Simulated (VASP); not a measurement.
Input of a VASP 6.6.1 run:

The input INCAR:

```
SYSTEM = K
ALGO     = Fast           ! electronic algorithm
EDIFF    = 1E-6           ! SCF threshold, eV
EDIFFG   = -0.005         ! ionic threshold
ENCUT    = 600            ! plane-wave cutoff, eV
GGA      = PE             ! functional
IBRION   = 2              ! ionic algorithm
ISIF     = 3              ! what is computed and relaxed
ISMEAR   = 0              ! smearing method
LASPH    = .TRUE.         ! aspherical terms in the spheres
LCHARG   = .FALSE.        ! write CHGCAR
LREAL    = .FALSE.        ! projectors in reciprocal space
LWAVE    = .FALSE.        ! write WAVECAR
NELM     = 60             ! most SCF steps
NSW      = 100            ! ionic steps
PREC     = Accurate       ! precision mode
SIGMA    = 0.1            ! smearing width, eV
```

Contents of KPOINTS:

```
k-points
0
G
  12 12 12
  0 0 0
```

File POSCAR:

```
K
1.0
   -2.6125000000      2.6125000000      2.6125000000
    2.6125000000     -2.6125000000      2.6125000000
    2.6125000000      2.6125000000     -2.6125000000
K
1
Direct
    0.0000000000      0.0000000000      0.0000000000
```

Potentials or basis: VASP PAW PBE potentials, release 64 (K_sv).

Launch:

```bash
$ cat potpaw_PBE.64/K_sv/POTCAR > POTCAR
$ mpirun -np 1 vasp_std > vasp.out
```

**Question.** What does it give for the relaxed cell?

**Answer.** a = 4.587 Å, b = 4.587 Å, c = 4.587 Å, α = 109.47°, β = 109.47°, γ = 109.47°.

**Question.** Estimate the relaxed volume.

**Answer.** 74.28 Å³/atom.

**Question.** Predict the space group after relaxing (to 0.05 Å).

**Answer.** Im-3m (No. 229).

Step by step:
| step | energy change (eV) | largest force (eV/Å) | pressure (GPa) | volume (Å³) |
| --- | --- | --- | --- | --- |
| 1 | 0.0000 | 0.0000 | 0.13 | 71.32 |
| 2 | -0.0004 | 0.0000 | 0.06 | 71.93 |
| 3 | -0.0005 | 0.0000 | 0.07 | 72.14 |
| 4 | -0.0007 | 0.0000 | 0.03 | 72.57 |
| 5 | -0.0009 | 0.0000 | 0.02 | 73.42 |
| 6 | -0.0006 | 0.0000 | -0.06 | 75.14 |
| 7 | -0.0010 | 0.0000 | 0.12 | 73.88 |
| 8 | -0.0008 | 0.0000 | -0.04 | 74.69 |
| 9 | -0.0009 | 0.0000 | 0.00 | 74.28 |

PBE usually gives volumes a little too large and moduli too small. Zero-point motion and thermal expansion aren't in these numbers.
